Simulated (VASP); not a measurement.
# C in VASP: notebook

Runs on C. Level: r2SCAN. Tasks: single point.

Program: VASP 6.6.1. These are calculated values, not measurements. Logs are shortened: lines on timing, memory, paths and dates and some standing lists are left out, and cuts for length are marked.

### Step 1. The cell of the first run

The typed cell holds 8 atoms: a = 2.481 Å, b = 4.295 Å, c = 7.073 Å, α = 90.00°, β = 90.00°, γ = 90.00°.

### Step 2. Single point, r2SCAN (biaxial strain in the a-b plane: +1.0 %)

File POSCAR:

```
C
1.0
    2.4808108402      0.0000000000      0.0000000000
    0.0000000000      4.2954515997      0.0000000000
    0.0000000000      0.0000000000      7.0728574200
C
8
Direct
    0.5000000000      0.4166750136      0.7499221622
    0.5000000000      0.9166750136      0.2500778378
    0.5000000000      0.5833249864      0.2500778378
    0.5000000000      0.0833249864      0.7499221622
    0.0000000000      0.9166750136      0.7499221622
    0.0000000000      0.4166750136      0.2500778378
    0.0000000000      0.0833249864      0.2500778378
    0.0000000000      0.5833249864      0.7499221622
```

File INCAR.step1:

```
PREC     = Accurate       # precision mode
ENCUT    = 520            # plane-wave cutoff, eV
ISMEAR   = 0              # smearing method
SIGMA    = 0.1            # smearing width, eV
LREAL    = F              # projectors in reciprocal space
LASPH    = T              # aspherical terms in the spheres
NELM     = 100            # most SCF steps
NBANDS   = 26             # bands
GGA      = PE             # functional
ALGO     = Normal         # electronic algorithm
EDIFF    = 1E-4           # SCF threshold, eV
LWAVE    = T              # write WAVECAR
LCHARG   = F              # write CHGCAR
```

File INCAR.step2:

```
PREC     = Accurate       # precision mode
ENCUT    = 520            # plane-wave cutoff, eV
EDIFF    = 1E-6           # SCF threshold, eV
ISMEAR   = 0              # smearing method
SIGMA    = 0.1            # smearing width, eV
LREAL    = F              # projectors in reciprocal space
LASPH    = T              # aspherical terms in the spheres
NELM     = 100            # most SCF steps
ALGO     = Normal         # electronic algorithm
ISIF     = 2              # what is computed and relaxed
LWAVE    = F              # write WAVECAR
LCHARG   = F              # write CHGCAR
METAGGA  = R2SCAN         # meta-GGA
LMIXTAU  = T            
NBANDS   = 26             # bands
ISTART   = 1
```

File KPOINTS:

```
regular mesh
0
Gamma
  14 8 6
```

Potentials or basis: VASP PAW PBE potentials, release 64 (C).

Command:

```console
$ cat potpaw_PBE.64/C/POTCAR > POTCAR
$ cp INCAR.step1 INCAR
$ mpirun -np 1 vasp_std > vasp.out
$ cp INCAR.step2 INCAR
$ mpirun -np 1 vasp_std > vasp.out
```

OUTCAR:

```text
PREC = Accurate
   ENCUT = 520
   EDIFF = 1E-6
   ISMEAR = 0
   LREAL = F
   LASPH = T
   NELM = 100
   ISIF = 2
   METAGGA = R2SCAN
   ISTART = 1

 ion  position               nearest neighbor table
   1  0.500  0.417  0.750-   4 1.43   8 1.43   8 1.43
   2  0.500  0.917  0.250-   3 1.43   7 1.43   7 1.43
   3  0.500  0.583  0.250-   2 1.43   6 1.43   6 1.43
   4  0.500  0.083  0.750-   1 1.43   5 1.43   5 1.43
   5  0.000  0.917  0.750-   8 1.43   4 1.43   4 1.43
   6  0.000  0.417  0.250-   7 1.43   3 1.43   3 1.43
   7  0.000  0.083  0.250-   6 1.43   2 1.43   2 1.43
   8  0.000  0.583  0.750-   5 1.43   1 1.43   1 1.43

  LATTYP: Found a simple orthorhombic cell.
 ALAT       =     2.4808108402
 B/A-ratio  =     1.7314708280
 C/A-ratio  =     2.8510264892

  Lattice vectors:

 A1 = (   2.4808108402,   0.0000000000,   0.0000000000)
 A2 = (   0.0000000000,   4.2954515997,   0.0000000000)
 A3 = (   0.0000000000,   0.0000000000,   7.0728574200)

Analysis of symmetry for initial positions (statically):
=====================================================================
 Subroutine PRICEL returns following result:

  LATTYP: Found a base centered orthorhombic cell.
 ALAT       =     2.4808108402
 B/A-ratio  =     1.7314708280
 C/A-ratio  =     2.8510264892

  Lattice vectors:

 A1 = (   1.2404054201,  -2.1477257998,   0.0000000000)
 A2 = (   1.2404054201,   2.1477257999,   0.0000000000)
 A3 = (   0.0000000000,   0.0000000000,   7.0728574200)

   2 primitive cells build up your supercell.

 Routine SETGRP: Setting up the symmetry group for a
 simple orthorhombic supercell.

 Subroutine GETGRP returns: Found  8 space group operations
 (whereof  4 operations were pure point group operations)
 out of a pool of  8 trial point group operations.

The static configuration has the point symmetry C_2h.
 The point group associated with its full space group is D_2h.

Analysis of symmetry for dynamics (positions and initial velocities):
=====================================================================
 Subroutine PRICEL returns following result:

  LATTYP: Found a base centered orthorhombic cell.
 ALAT       =     2.4808108402
 B/A-ratio  =     1.7314708280
 C/A-ratio  =     2.8510264892

  Lattice vectors:

 A1 = (   1.2404054201,  -2.1477257998,   0.0000000000)
 A2 = (   1.2404054201,   2.1477257999,   0.0000000000)
 A3 = (   0.0000000000,   0.0000000000,   7.0728574200)

   2 primitive cells build up your supercell.

 Routine SETGRP: Setting up the symmetry group for a
 simple orthorhombic supercell.

 Subroutine GETGRP returns: Found  8 space group operations
 (whereof  4 operations were pure point group operations)
 out of a pool of  8 trial point group operations.

The dynamic configuration has the point symmetry C_2h.
 The point group associated with its full space group is D_2h.

 Subroutine INISYM returns: Found  8 space group operations
 (whereof  4 operations are pure point group operations),
 and found     2 'primitive' translations

----------------------------------------------------------------------------------------

                                     Primitive cell

  volume of cell :      37.6849

  direct lattice vectors                    reciprocal lattice vectors
     1.240405420 -2.147725800  0.000000000     0.403094014 -0.232804392  0.000000000
     1.240405420  2.147725800  0.000000000     0.403094014  0.232804392  0.000000000
     0.000000000  0.000000000  7.072857420     0.000000000  0.000000000  0.141385573

  length of vectors
     2.480187839  2.480187839  7.072857420     0.465491858  0.465491858  0.141385573

  position of ions in fractional coordinates (direct lattice)
     0.083324986  0.916675014  0.749922162
     0.583324986  0.416675014  0.250077838
     0.916675014  0.083324986  0.250077838
     0.416675014  0.583324986  0.749922162

  ion indices of the primitive-cell ions
   primitive index   ion index
                 1           1
                 2           2
                 3           3
                 4           4

----------------------------------------------------------------------------------------

 KPOINTS: regular mesh

Automatic generation of k-mesh.
 Grid dimensions read from file:
 generate k-points for:   14    8    6

 Generating k-lattice:

  Cartesian coordinates                     Fractional coordinates (reciprocal lattice)
     0.028792430  0.000000000  0.000000000     0.071428571  0.000000000  0.000000000
     0.000000000  0.029100549  0.000000000     0.000000000  0.125000000  0.000000000
     0.000000000  0.000000000  0.023564262     0.000000000  0.000000000  0.166666667

  Length of vectors
     0.028792430  0.029100549  0.023564262

  Shift w.r.t. Gamma in fractional coordinates (k-lattice)
     0.000000000  0.000000000  0.000000000

 Subroutine IBZKPT returns following result:
 ===========================================

 Found    160 irreducible k-points:

 Following reciprocal coordinates:
            Coordinates               Weight
  0.000000  0.000000  0.000000      1.000000
  0.071429  0.000000  0.000000      2.000000
  0.142857  0.000000  0.000000      2.000000
  0.214286  0.000000  0.000000      2.000000
  0.285714  0.000000  0.000000      2.000000
  0.357143  0.000000  0.000000      2.000000
[... 16 lines left out ...]
  0.428571  0.250000  0.000000      4.000000
  0.500000  0.250000  0.000000      2.000000
 [... further k-points ...]
   k-points           NKPTS =    160   k-points in BZ     NKDIM =    160   number of bands    NBANDS=     26
   number of dos      NEDOS =    301   number of ions     NIONS =      8
   total plane-waves  NPLWV =  31104
   dimension x,y,z NGX =    18 NGY =   32 NGZ =   54
   dimension x,y,z NGXF=    36 NGYF=   64 NGZF=  108
   ions per type =               8
   NGX,Y,Z   is equivalent  to a cutoff of  12.06, 12.38, 12.69 a.u.
   NGXF,Y,Z  is equivalent  to a cutoff of  24.12, 24.77, 25.39 a.u.
 SYSTEM =  unknown system
   PREC   = accura    normal or accurate (medium, high low for compatibility)
   ISTART =      1    job   : 0-new  1-cont  2-samecut
   ICHARG =      0    charge: 1-file 2-atom 10-const
   ISPIN  =      1    spin polarized calculation?
   LNONCOLLINEAR =      F non collinear calculations
   LSORBIT =      F    spin-orbit coupling
   LASPH  =      T    aspherical Exc in radial PAW
   ENCUT  =  520.0 eV  38.22 Ry    6.18 a.u.   4.61  7.99 13.15*2*pi/ulx,y,z
   NELM   =    100;   NELMIN=  2; NELMDL=  0     # of ELM steps
   EDIFF  = 0.1E-05   stopping-criterion for ELM
   LREAL  =      F    real-space projection
   EDIFFG = 0.1E-04   stopping-criterion for IOM
   NSW    =      0    number of steps for IOM
   IBRION =     -1    ionic relax: 0-MD 1-quasi-New 2-CG
   NFREE  =      0    steps in history (QN), initial steepest desc. (CG)
   ISIF   =      2    stress and relaxation
   ISYM   =      2    0-nonsym 1-usesym 2-fastsym
   POTIM  = 0.5000    time-step for ionic-motion
   TEBEG  =    0.0;   TEEND  =   0.0 temperature during run
   PSTRESS=    0.0 pullay stress
   NELECT =      32.0000    total number of electrons
   NUPDOWN=      -1.0000    fix difference up-down
   EMIN   =  10.00;   EMAX   =-10.00  energy-range for DOS
   EFERMI =   0.00;   METHOD = LEGACY
   ISMEAR =     0;   SIGMA  =   0.10  broadening in eV -4-tet -1-fermi 0-gaus
   EFERMI_NEDOS =   21; number of points for ismear=-14 and -15
   IALGO  =     38    algorithm
   IMIX   =      4    mixing-type and parameters
     AMIX     =   0.40;   BMIX     =  1.00
     AMIX_MAG =   1.60;   BMIX_MAG =  1.00
  volume/ion in A,a.u.               =       9.42        63.58
  Fermi-wavevector in a.u.,A,eV,Ry     =   1.230436  2.325187 20.598850  1.513973
  Thomas-Fermi vector in A             =   2.365285
   LORBIT       =      0    0 simple, 1 ext, 2 COOP (PROOUT), +10 PAW based schemes
   METAGGA = R2SCAN    functional components
   LHFCALC =     F    Hartree Fock is set to
   AEXX    =    0.0000 exact exchange contribution
   IVDW    =     0    specifies the selected vdW correction
   LEPSILON=     F    determine dielectric tensor
   LRPA    =     F    only Hartree local field effects (RPA)
 non-spin polarized calculation
 Gauss-broadening in eV      SIGMA  =   0.10
  energy-cutoff  :      520.00
  volume of cell :       75.37
 maximum number of plane-waves:      2068
   NGX =  9   NGY = 15   NGZ = 27

 number of electron      32.0000002 magnetization

 Free energy of the ion-electron system (eV)
  ---------------------------------------------------
  ext. energy  EPLUGINS =         0.00000000
  ---------------------------------------------------
  free energy    TOTEN  =       -79.44985901 eV

  energy without entropy =      -79.44864433  energy(sigma->0) =      -79.44925167

 E-fermi :   3.9797     XC(G=0): -10.7023

 val. band max:        3.9420568280   @ k =   0.3571   0.0000   0.0000
 cond. band min:       3.9857061594   @ k =   0.2857   0.0000   0.0000
 fundamental gap:      0.0436493314
 Fermi energy:         3.9796863642

 k-point     1 :       0.0000    0.0000    0.0000
  band No.  band energies     occupation
      1     -16.6261      2.00000
      2     -16.4283      2.00000
      3     -11.2079      2.00000
      4     -11.0601      2.00000
      5      -9.8788      2.00000
      6      -9.7627      2.00000
[... 18 lines left out ...]
     25      12.6384      0.00000
     26      13.9868      0.00000

 k-point     2 :       0.0714    0.0000    0.0000
  band No.  band energies     occupation
      1     -16.5311      2.00000
      2     -16.3344      2.00000
      3     -11.1244      2.00000
      4     -10.9779      2.00000
      5      -9.8026      2.00000
      6      -9.6882      2.00000
[... 18 lines left out ...]
     25      13.0151      0.00000
     26      14.0803      0.00000

 k-point     3 :       0.1429    0.0000    0.0000
  band No.  band energies     occupation
      1     -16.2466      2.00000
      2     -16.0531      2.00000
      3     -10.8746      2.00000
      4     -10.7315      2.00000
      5      -9.5839      2.00000
      6      -9.4759      2.00000
[... 572 lines left out ...]
 k-point    23 :       0.4286    0.2500    0.0000
  band No.  band energies     occupation
      1     -12.9170      2.00000
      2     -12.7640      2.00000
      3     -10.7737      2.00000
      4     -10.7328      2.00000
      5      -9.4431      2.00000
      6      -9.4006      2.00000
[... 18 lines left out ...]
     25      14.1867      0.00000
     26      15.7125      0.00000

 k-point    24 :       0.5000    0.2500    0.0000
  band No.  band energies     occupation
      1     -11.7991      2.00000
      2     -11.7991      2.00000
      3     -11.6668      2.00000
      4     -11.6668      2.00000
      5      -8.6679      2.00000
      6      -8.6679      2.00000
[... 18 lines left out ...]
     25      14.2071      0.00000
     26      14.2071      0.00000

 [... further k-points ...]
[... 5 lines left out ...]
  --------------------------------------------------------------------------------------
  -------------------------------------------------------------------------------------
  Total       -4.9484796     -5.0937260      0.0605531      0.0000000      0.0000000      0.0000000
  in kB     -105.1925496   -108.2801334      1.2872102      0.0000000      0.0000000      0.0000000
  external PRESSURE =     -70.7284909 kB  Pullay stress =       0.0000000 kB

 VOLUME and BASIS-vectors are now :
 -----------------------------------------------------------------------------
  energy-cutoff  :      520.00
  volume of cell :       75.37
      direct lattice vectors                 reciprocal lattice vectors
     2.480810840  0.000000000  0.000000000     0.403094014  0.000000000  0.000000000
     0.000000000  4.295451600  0.000000000     0.000000000  0.232804392  0.000000000
     0.000000000  0.000000000  7.072857420     0.000000000  0.000000000  0.141385573

 POSITION                                       TOTAL-FORCE (eV/Angst)
 -----------------------------------------------------------------------------------
      1.24041      1.78981      5.30409         0.000000     -0.016482      0.000236
      1.24041      3.93753      1.76876        -0.000000     -0.016482     -0.000236
      1.24041      2.50564      1.76876         0.000000      0.016482     -0.000236
      1.24041      0.35792      5.30409         0.000000      0.016482      0.000236
      0.00000      3.93753      5.30409         0.000000     -0.016482      0.000236
      0.00000      1.78981      1.76876        -0.000000     -0.016482     -0.000236
      0.00000      0.35792      1.76876        -0.000000      0.016482     -0.000236
      0.00000      2.50564      5.30409        -0.000000      0.016482      0.000236
 -----------------------------------------------------------------------------------
    total drift:                                0.000000     -0.000000      0.000000

  FREE ENERGIE OF THE ION-ELECTRON SYSTEM (eV)
  ---------------------------------------------------
  free  energy   TOTEN  =       -79.4498590079 eV

  energy  without entropy=      -79.4486443336  energy(sigma->0) =      -79.44925167
```

Wall time 6.7 min (1 thread of Intel Xeon 6975P-C (Granite Rapids), shared host); peak memory 0.32 GiB.

What came out:

| Property | Result |
| --- | --- |
| Free energy | -79.4499 eV |
| Pressure | -7.1 GPa |
| Largest force | 0.016 eV/Å |
| Band gap on the k mesh | zero (bands 16 and 17 overlap by 0.04 eV) |

Forces on the atoms (eV/Å):
```
C    0.000 -0.016  0.000
C    0.000 -0.016  0.000
C    0.000  0.016  0.000
C    0.000  0.016  0.000
C    0.000 -0.016  0.000
C    0.000 -0.016  0.000
C    0.000  0.016  0.000
C    0.000  0.016  0.000
```

Stress tensor (GPa, compression positive):
```
-10.52   0.00   0.00
  0.00 -10.83   0.00
  0.00   0.00   0.13
```

Levels at points of the mesh, in eV from the Fermi level:
```tsv
k point	band 13	band 14	band 15	band 16	band 17	band 18	band 19	band 20
(0.00, 0.00, 0.00)	-3.13	-3.12	-2.91	-1.79	1.25	2.54	4.19	7.41
(0.50, 0.00, 0.00)	-3.30	-3.30	-2.20	-2.20	2.61	2.61	3.54	3.54
(0.00, 0.50, 0.00)	-5.25	-5.25	-5.21	-5.21	6.06	6.06	7.46	7.46
(0.50, 0.50, 0.00)	-2.45	-2.45	-2.45	-2.45	2.00	2.00	2.00	2.00
(0.00, 0.00, 0.50)	-3.13	-3.13	-2.39	-2.38	1.84	1.84	6.56	6.57
(0.50, 0.00, 0.50)	-2.78	-2.78	-2.78	-2.78	3.05	3.05	3.05	3.05
(0.00, 0.50, 0.50)	-5.23	-5.23	-5.23	-5.23	7.63	7.63	7.63	7.63
(0.50, 0.50, 0.50)	-2.39	-2.39	-2.39	-2.39	1.84	1.84	1.84	1.84
```

Caveat: the cell differs from its parent crystal (biaxial strain in the a-b plane: +1.0 %); the stress differs along the axes, from -11 to 0 GPa; the PAW data sets were made with another functional, which shifts forces and pressure a little.

### Step 3. Single point, r2SCAN (biaxial strain in the a-b plane: +1.0 %, then relaxed in part)

File POSCAR:

```
C
1.0
    2.4808108402      0.0000000000      0.0000000000
    0.0000000000      4.2954515997      0.0000000000
    0.0000000000      0.0000000000      7.1545494191
C
8
Direct
    0.5000000000      0.4166330572      0.7500200911
    0.5000000000      0.9166330572      0.2499799089
    0.5000000000      0.5833669428      0.2499799089
    0.5000000000      0.0833669428      0.7500200911
    0.0000000000      0.9166330572      0.7500200911
    0.0000000000      0.4166330572      0.2499799089
    0.0000000000      0.0833669428      0.2499799089
    0.0000000000      0.5833669428      0.7500200911
```

File INCAR.step1:

```
PREC = Accurate ; ENCUT = 520
ISMEAR = 0 ; SIGMA = 0.1
LREAL = F ; LASPH = T
NELM = 60 ; NBANDS = 26
GGA = PE ; ALGO = Normal
EDIFF = 1E-4 ; LWAVE = T
LCHARG = F
```

File INCAR.step2:

```
PREC = Accurate ; ENCUT = 520
EDIFF = 1E-7 ; ISMEAR = 0
SIGMA = 0.1 ; LREAL = F
LASPH = T ; NELM = 60
ALGO = Normal ; ISIF = 2
LWAVE = F ; LCHARG = T
METAGGA = R2SCAN ; LMIXTAU = T
LELF = T ; LVHAR = T
NBANDS = 26 ; ISTART = 1
```

KPOINTS is that of step 2.

Potentials or basis: VASP PAW PBE potentials, release 64 (C).

Command:

```console
$ cat potpaw_PBE.64/C/POTCAR > POTCAR
$ cp INCAR.step1 INCAR
$ mpirun -np 1 vasp_std > vasp.out
$ cp INCAR.step2 INCAR
$ mpirun -np 1 vasp_std > vasp.out
```

Wall time 7.3 min (1 thread of Intel Xeon 6975P-C (Granite Rapids), shared host); peak memory 0.31 GiB.

The run converged. Its results:

```
Free energy : -79.4505 eV
Pressure    : -7.0 GPa
```

Stress tensor (GPa, compression positive):
```
-10.40   0.00   0.00
  0.00 -10.66   0.00
  0.00   0.00  -0.09
```

Caveat: the cell differs from its parent crystal (biaxial strain in the a-b plane: +1.0 %, then relaxed in part); the stress differs along the axes, from -11 to -0 GPa; the PAW data sets were made with another functional, which shifts forces and pressure a little.

The gap in the log of VASP goes by the Fermi energy; the results here count the filled bands.